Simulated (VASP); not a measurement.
Input of a VASP 6.6.1 run:

INCAR

```
  PREC = Accurate
  ENCUT = 600
  EDIFF = 1E-6
  ISMEAR = -1
  SIGMA = 0.05
  LREAL = False
  LASPH = True
  NELM = 80
  ALGO = Fast
  ISIF = 3
  LWAVE = False
  LCHARG = False
  GGA = RE
  IBRION = 2
  NSW = 60
  EDIFFG = -0.01
```

File KPOINTS:

```
Automatic mesh
0
Gamma
  13 13 13
```

File POSCAR:

```
Ga
1.0
   -1.3843987196      1.3843987196      2.3112238365
    1.3843987196     -1.3843987196      2.3112238365
    1.3843987196      1.3843987196     -2.3112238365
Ga
1
Direct
    0.0000000000      0.0000000000      0.0000000000
```

Potentials or basis: VASP PAW PBE potentials, release 64 (Ga_d).

Launch:

```sh
$ cat potpaw_PBE.64/Ga_d/POTCAR > POTCAR
$ mpirun -np 1 vasp_std > vasp.out
```

(1) Estimate the relaxed volume.

(2) Predict the space group after relaxing (to 0.05 Å).

Results:

(1) 19.50 Å³/atom.

(2) I4/mmm (No. 139).

Caveat: the PAW data sets were made with another functional, which shifts forces and pressure a little.
